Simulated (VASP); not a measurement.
Write the native input for VASP 6.6.1 that does the following.

```
Task                   : single point
Functional             : LDA
Potentials or basis    : VASP PAW LDA potentials, release 64 (Ni)
Cutoff                 : 520 eV
k mesh                 : 18 × 18 × 18
Occupations            : fermi-dirac, width 0.08 eV
Spin                   : collinear spin, ferromagnetic start
Starting moments       : [1.0] μB
Dipole correction      : no
Further INCAR settings : ALGO = Normal; EDIFF = 1e-06; NBANDS = 15
```

The structure of Ni lies in POSCAR:

```
Ni
1.0
    0.0000000000      1.5347554156      1.5347554156
    1.5347554156      0.0000000000      1.5347554156
    1.5347554156      1.5347554156      0.0000000000
Ni
1
Direct
    0.0000000000      0.0000000000      0.0000000000
```

This cell differs from its parent crystal: volume scaled by 0.72.

One way to write it, as run:

INCAR

```
PREC = Accurate
ENCUT = 520
EDIFF = 1E-6
ISMEAR = -1
SIGMA = 0.08
LREAL = False
LASPH = True
NELM = 150
ALGO = Normal
ISIF = 2
LWAVE = False
LCHARG = False
ISPIN = 2
MAGMOM = 1
LORBIT = 11
LMAXMIX = 4
GGA = CA
NBANDS = 15
```

KPOINTS

```
Automatic mesh
0
Gamma
  18 18 18
```

Potentials or basis: VASP PAW LDA potentials, release 64 (Ni).

Run with:

```sh
$ cat potpaw_LDA.64/Ni/POTCAR > POTCAR
$ mpirun -np 1 vasp_std > vasp.out
```

It gave:

- Pressure: 181.5 GPa
- Net moment: 0.36 μB per cell
- Site moments: Ni +0.34 μB

Run time: 19 s on 1 thread of AMD EPYC 9R45 96-Core Processor (Zen 5) (shared host), peak memory 0.11 GiB.
